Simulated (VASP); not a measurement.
# NaH (Fm-3m) in VASP: a series of runs, part 3 of 3

VASP 6.6.1.

## 6. Electric field gradients, PBEsol (14.38 Å³/atom)

This run uses another cell than the first one, of 14.38 Å³/atom.

Contents of INCAR:

```
PREC = Accurate ; ENCUT = 520
EDIFF = 1E-8 ; ISMEAR = -1
SIGMA = 0.03 ; LREAL = False
LASPH = True ; NELM = 80
ALGO = Normal ; ISIF = 2
LWAVE = False ; LCHARG = False
GGA = PS ; LEFG = True
NBANDS = 11
```

Contents of KPOINTS:

```
Automatic mesh
0
Gamma
  9 9 9
```

Contents of POSCAR:

```
NaH
1.0
    0.0000000000      2.4318394039      2.4318394039
    2.4318394039      0.0000000000      2.4318394039
    2.4318394039      2.4318394039      0.0000000000
Na H
1 1
Direct
    0.0000000000      0.0000000000      0.0000000000
    0.5000000000      0.5000000000      0.5000000000
```

Potentials or basis: VASP PAW PBE potentials, release 64 (Na_pv, H).

The run is started by

```sh
cat potpaw_PBE.64/Na_pv/POTCAR potpaw_PBE.64/H/POTCAR > POTCAR
mpirun -np 1 vasp_std > vasp.out
```

OUTCAR:

```text
PREC = Accurate
   ENCUT = 520
   EDIFF = 1E-8
   ISMEAR = -1
   LREAL = False
   LASPH = True
   NELM = 80
   ISIF = 2
   GGA = PS

 ion  position               nearest neighbor table
   1  0.000  0.000  0.000-
   2  0.500  0.500  0.500-

  LATTYP: Found a face centered cubic cell.
 ALAT       =     4.8636788078

  Lattice vectors:

 A1 = (   0.0000000000,   2.4318394039,   2.4318394039)
 A2 = (   2.4318394039,   0.0000000000,   2.4318394039)
 A3 = (   2.4318394039,   2.4318394039,   0.0000000000)

Analysis of symmetry for initial positions (statically):
=====================================================================
 Subroutine PRICEL returns:
 Original cell was already a primitive cell.

 Routine SETGRP: Setting up the symmetry group for a
 face centered cubic supercell.

 Subroutine GETGRP returns: Found 48 space group operations
 (whereof 48 operations were pure point group operations)
 out of a pool of 48 trial point group operations.

The static configuration has the point symmetry O_h .

Analysis of symmetry for dynamics (positions and initial velocities):
=====================================================================
 Subroutine PRICEL returns:
 Original cell was already a primitive cell.

 Routine SETGRP: Setting up the symmetry group for a
 face centered cubic supercell.

 Subroutine GETGRP returns: Found 48 space group operations
 (whereof 48 operations were pure point group operations)
 out of a pool of 48 trial point group operations.

The dynamic configuration has the point symmetry O_h .

 Subroutine INISYM returns: Found 48 space group operations
 (whereof 48 operations are pure point group operations),
 and found     1 'primitive' translations

----------------------------------------------------------------------------------------

                                     Primitive cell

  volume of cell :      28.7630

  direct lattice vectors                    reciprocal lattice vectors
     0.000000000  2.431839404  2.431839404    -0.205605682  0.205605682  0.205605682
     2.431839404  0.000000000  2.431839404     0.205605682 -0.205605682  0.205605682
     2.431839404  2.431839404  0.000000000     0.205605682  0.205605682 -0.205605682

  length of vectors
     3.439140267  3.439140267  3.439140267     0.356119488  0.356119488  0.356119488

  position of ions in fractional coordinates (direct lattice)
     0.000000000  0.000000000  0.000000000
     0.500000000  0.500000000  0.500000000

  ion indices of the primitive-cell ions
   primitive index   ion index
                 1           1
                 2           2

----------------------------------------------------------------------------------------

 KPOINTS: Automatic mesh

Automatic generation of k-mesh.
 Grid dimensions read from file:
 generate k-points for:    9    9    9

 Generating k-lattice:

  Cartesian coordinates                     Fractional coordinates (reciprocal lattice)
    -0.022845076  0.022845076  0.022845076     0.111111111  0.000000000  0.000000000
[... 71 lines left out ...]
   NUPDOWN=      -1.0000    fix difference up-down
   EMIN   =  10.00;   EMAX   =-10.00  energy-range for DOS
   EFERMI =   0.00;   METHOD = LEGACY
   ISMEAR =    -1;   SIGMA  =   0.03  broadening in eV -4-tet -1-fermi 0-gaus
   EFERMI_NEDOS =   21; number of points for ismear=-14 and -15
   IALGO  =     38    algorithm
   IMIX   =      4    mixing-type and parameters
     AMIX     =   0.40;   BMIX     =  1.00
     AMIX_MAG =   1.60;   BMIX_MAG =  1.00
  volume/ion in A,a.u.               =      14.38        97.05
  Fermi-wavevector in a.u.,A,eV,Ry     =   1.068628  2.019414 15.537392  1.141966
  Thomas-Fermi vector in A             =   2.204282
   LORBIT       =      0    0 simple, 1 ext, 2 COOP (PROOUT), +10 PAW based schemes
   GGA     = PS    functional components
   LHFCALC =     F    Hartree Fock is set to
   AEXX    =    0.0000 exact exchange contribution
   IVDW    =     0    specifies the selected vdW correction
   LEPSILON=     F    determine dielectric tensor
   LRPA    =     F    only Hartree local field effects (RPA)
 non-spin polarized calculation
  energy-cutoff  :      520.00
  volume of cell :       28.76
 maximum number of plane-waves:       785
 NGX is ok and might be reduce to    28
   NGX = 13   NGY = 13   NGZ = 13

 number of electron       8.0000006 magnetization

 Free energy of the ion-electron system (eV)
  ---------------------------------------------------
  ext. energy  EPLUGINS =         0.00000000
  ---------------------------------------------------
  free energy    TOTEN  =        -5.08235166 eV

  energy without entropy =       -5.08235166  energy(sigma->0) =       -5.08235166

 E-fermi :  -0.5040     XC(G=0):  -7.8239

 val. band max:       -1.2199139044   @ k =  -0.3333   0.4444   0.1111
 cond. band min:       2.6181072194   @ k =  -0.4444   0.1111   0.0000
 fundamental gap:      3.8380211238
 Fermi energy:        -0.5039577107

 k-point     1 :       0.0000    0.0000    0.0000
  band No.  band energies     occupation
      1     -23.1858      2.00000
      2     -23.1858      2.00000
      3     -23.1858      2.00000
      4      -4.8222      2.00000
      5       9.0923      0.00000
      6      14.1020      0.00000
      7      14.1020      0.00000
      8      14.1020      0.00000
      9      15.0038      0.00000
     10      15.0038      0.00000
     11      15.0038      0.00000
[... 309 lines left out ...]
 k-point    24 :       0.4444    0.4444    0.0000
  band No.  band energies     occupation
      1     -23.2643      2.00000
      2     -23.2156      2.00000
      3     -23.2156      2.00000
      4      -1.5227      2.00000
      5       3.4475      0.00000
      6       8.6276      0.00000
      7       9.2899      0.00000
      8       9.2899      0.00000
      9      10.5094      0.00000
     10      21.8275      0.00000
     11      23.6305      0.00000

 [... further k-points ...]
[... 5 lines left out ...]
  --------------------------------------------------------------------------------------
  -------------------------------------------------------------------------------------
  Total       -0.1788809     -0.1788809     -0.1788809      0.0000000     -0.0000000     -0.0000000
  in kB       -9.9641440     -9.9641440     -9.9641440      0.0000000     -0.0000000     -0.0000000
  external PRESSURE =      -9.9641440 kB  Pullay stress =       0.0000000 kB

 VOLUME and BASIS-vectors are now :
 -----------------------------------------------------------------------------
  energy-cutoff  :      520.00
  volume of cell :       28.76
      direct lattice vectors                 reciprocal lattice vectors
     0.000000000  2.431839404  2.431839404    -0.205605682  0.205605682  0.205605682
     2.431839404  0.000000000  2.431839404     0.205605682 -0.205605682  0.205605682
     2.431839404  2.431839404  0.000000000     0.205605682  0.205605682 -0.205605682

 POSITION                                       TOTAL-FORCE (eV/Angst)
 -----------------------------------------------------------------------------------
      0.00000      0.00000      0.00000        -0.000000      0.000000     -0.000000
      2.43184      2.43184      2.43184         0.000000      0.000000      0.000000
 -----------------------------------------------------------------------------------
    total drift:                               -0.000000     -0.000000     -0.000000

  FREE ENERGIE OF THE ION-ELECTRON SYSTEM (eV)
  ---------------------------------------------------
  free  energy   TOTEN  =        -5.0823516643 eV

  energy  without entropy=       -5.0823516643  energy(sigma->0) =       -5.08235166

 Electric field gradients (V/A^2)
---------------------------------------------------------------------
 ion       V_xx      V_yy      V_zz      V_xy      V_xz      V_yz
---------------------------------------------------------------------
   1       0.000     0.000    -0.000     0.001     0.001     0.001
   2      -0.000    -0.000    -0.000     0.001     0.001     0.001
---------------------------------------------------------------------

 Electric field gradients after diagonalization (V/A^2)
 (convention: |V_zz| > |V_xx| > |V_yy|)
----------------------------------------------------------------------
 ion       V_xx      V_yy      V_zz     asymmetry (V_yy - V_xx)/ V_zz
----------------------------------------------------------------------
   1      -0.001    -0.001     0.002       0.000
   2      -0.001    -0.001     0.002       0.000
----------------------------------------------------------------------

           NMR quadrupolar parameters

 Cq : quadrupolar parameter    Cq=e*Q*V_zz/h
 eta: asymmetry parameters     (V_yy - V_xx)/ V_zz
 Q  : nuclear electric quadrupole moment in mb (millibarn)
----------------------------------------------------------------------
 ion       Cq(MHz)       eta       Q (mb)
----------------------------------------------------------------------
   1       0.000       0.000       1.000
   2       0.000       0.000       1.000
----------------------------------------------------------------------
```

OSZICAR:

```text
N       E                     dE             d eps       ncg     rms          rms(c)
DAV:   1     0.350078622999E+02    0.35008E+02   -0.44737E+03   773   0.728E+02
DAV:   2    -0.420199719037E+01   -0.39210E+02   -0.38661E+02   806   0.186E+02
DAV:   3    -0.544767694751E+01   -0.12457E+01   -0.12439E+01   934   0.320E+01
DAV:   4    -0.545601734119E+01   -0.83404E-02   -0.83396E-02   921   0.263E+00
DAV:   5    -0.545609378416E+01   -0.76443E-04   -0.76442E-04   876   0.261E-01    0.288E+00
DAV:   6    -0.515963122411E+01    0.29646E+00   -0.30045E-01   938   0.318E+00    0.133E+00
DAV:   7    -0.507980229072E+01    0.79829E-01   -0.27289E-01   878   0.222E+00    0.330E-01
DAV:   8    -0.508239926746E+01   -0.25970E-02   -0.67188E-03   860   0.955E-01    0.602E-02
DAV:   9    -0.508236186036E+01    0.37407E-04   -0.73994E-04   942   0.323E-01    0.192E-02
DAV:  10    -0.508235119223E+01    0.10668E-04   -0.42552E-05   873   0.421E-02    0.294E-03
DAV:  11    -0.508235187113E+01   -0.67890E-06   -0.11772E-06   897   0.632E-03    0.215E-03
DAV:  12    -0.508235165723E+01    0.21390E-06   -0.10504E-07   884   0.218E-03    0.211E-04
DAV:  13    -0.508235166435E+01   -0.71185E-08   -0.49125E-09   698   0.442E-04
   1 F= -.50823517E+01 E0= -.50823517E+01  d E =-.298062E-11
```

stdout:

```text
POSCAR found type information on POSCAR NaH
 POSCAR found :  2 types and       2 ions
 scaLAPACK will be used
 -----------------------------------------------------------------------------
|                                                                             |
|                                                                             |
|     You enforced a specific xc type in the INCAR file but a different       |
|     I HOPE YOU KNOW WHAT YOU ARE DOING!                                     |
|                                                                             |
 -----------------------------------------------------------------------------

 LDA part: xc-table for (Slater+PW92), standard interpolation
 POSCAR, INCAR and KPOINTS ok, starting setup
 FFT: planning ... GRIDC
 FFT: planning ... GRID_SOFT
 FFT: planning ... GRID
 WAVECAR not read
 entering main loop
ion   1

ion   2
```

Run time: 21 s. Hardware: 1 thread of Intel Xeon 8259CL, shared host; peak memory 0.15 GiB.

Results:

```yaml
Free_energy: -5.0824 eV
Pressure: -1.0 GPa
Band_gap_on_the_k_mesh: 3.84 eV (least direct gap 4.57 eV)
Largest_electric_field_gradient_by_atom: zero within the noise of the run
```

Levels at points of the mesh, in eV from the valence-band top:
```csv
k point,band 1,band 2,band 3,band 4,band 5,band 6,band 7,band 8
"(0.00, 0.00, 0.00)",-21.97,-21.97,-21.97,-3.60,10.31,15.32,15.32,15.32
```

Caveat: the PAW data sets were made with another functional, which shifts forces and pressure a little; an odd mesh through Γ misses points on the zone boundary, where band edges can lie.

## 7. The runs side by side

```tsv
cell	gap on the mesh (eV)	pressure (GPa)
a = 3.404 Å, angles 60.0°, 2 atoms	3.89	-0.3
a = 3.380 Å, angles 60.0°, 2 atoms	3.93	0.2
a = 3.428 Å, angles 60.0°, 2 atoms	3.86	-0.8
a = 3.451 Å, angles 60.0°, 2 atoms	3.82	-1.2
a = 3.439 Å, angles 60.0°, 2 atoms	3.84	-1.0
```

Alike in all rows: task electric field gradients; level PBEsol; potentials or basis VASP PAW PBE potentials, release 64 (Na_pv, H); no spin polarisation; k mesh 9 × 9 × 9; cutoff (eV) 520; smearing fermi-dirac 0.03 eV.

Caveats: the PAW data sets were made with another functional, which shifts forces and pressure a little; an odd mesh through Γ misses points on the zone boundary, where band edges can lie.

Total energies depend on the potentials used, so only differences within one code and one set of settings carry meaning.
